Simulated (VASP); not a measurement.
# CdTe: single point with r2SCAN

CdTe:

```
CELL_PARAMETERS angstrom
0.00000 3.69990 2.40494
3.69990 0.00000 2.40494
3.69990 3.69990 0.00000
ATOMIC_POSITIONS crystal
Cd 0.00000 0.00000 0.00000
Te 0.75000 0.75000 0.75000
```

This cell differs from its parent crystal: ratio of the length along z to the lengths across it x 0.65, volume and fractional coordinates fixed.

```yaml
Program: VASP 6.6.1
Task: single point
Functional: r2SCAN
Potentials_or_basis: VASP PAW PBE potentials, release 64 (Cd, Te)
Cutoff: 520 eV
k_mesh: 8 × 8 × 8
Occupations: gaussian, width 0.05 eV
Spin: no spin polarisation
```

```json
{
  "Pressure": "-0.2 GPa",
  "Band gap on the k mesh": "0.40 eV"
}
```

Stress tensor (GPa, compression positive):
```
-1.36  0.00  0.00
 0.00 -1.36  0.00
 0.00  0.00  2.12
```

Levels at points of the mesh, in eV from the valence-band top:
```tsv
k point	band 7	band 8	band 9	band 10	band 11	band 12
(0.00, 0.00, 0.00)	-0.90	-0.90	0.00	0.40	5.48	5.68
(0.50, 0.00, 0.00)	-4.68	-1.91	-0.86	0.96	4.13	6.00
(0.50, 0.50, 0.00)	-3.33	-3.33	-3.08	0.42	2.31	9.46
(0.50, 0.00, 0.50)	-5.27	-1.47	-1.02	3.27	4.13	6.83
```

Wall time 96 s on 1 thread of Intel(R) Xeon(R) 6975P-C (Granite Rapids), with other jobs on the host, peak memory 0.26 GiB.

Caveat: semilocal functionals underestimate gaps, and a narrow one can read as zero; the PAW data sets were made with another functional, which shifts forces and pressure a little; spin-orbit coupling is left out, which moves the levels of the heavy elements. A k mesh can miss the band edges.
